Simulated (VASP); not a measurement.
Input of a VASP 6.6.1 run:

File INCAR:

```
PREC     = Accurate       # precision mode
ENCUT    = 520            # plane-wave cutoff, eV
EDIFF    = 1E-6           # SCF threshold, eV
ISMEAR   = 0              # smearing method
SIGMA    = 0.05           # smearing width, eV
LREAL    = False          # projectors in reciprocal space
LASPH    = True           # aspherical terms in the spheres
NELM     = 60             # most SCF steps
ALGO     = Normal         # electronic algorithm
ISIF     = 2              # what is computed and relaxed
LWAVE    = False          # write WAVECAR
LCHARG   = False          # write CHGCAR
GGA      = PS             # functional
NBANDS   = 11             # bands
```

File KPOINTS:

```
Automatic mesh
0
Gamma
  12 12 12
```

POSCAR

```
BAs
1.0
    0.0000000000      2.7573218356      1.7922591931
    2.7573218356      0.0000000000      1.7922591931
    2.7573218356      2.7573218356      0.0000000000
B As
1 1
Direct
    0.0000000000      0.0000000000      0.0000000000
    0.7500000000      0.7500000000      0.7500000000
```

Potentials or basis: VASP PAW PBE potentials, release 64 (B, As).

The run is started by

```console
$ cat potpaw_PBE.64/B/POTCAR potpaw_PBE.64/As/POTCAR > POTCAR
$ mpirun -np 1 vasp_std > vasp.out
```

Estimate the pressure.

-5.9 GPa.

What does it give for the band gap on the k mesh?

Zero (bands 4 and 5 overlap by 4.08 eV).

Stress tensor (GPa, compression positive):
```
-15.52   0.00   0.00
  0.00 -15.52   0.00
  0.00   0.00  13.46
```

Caveat: the cell stands under tension; the PAW data sets were made with another functional, which shifts forces and pressure a little.
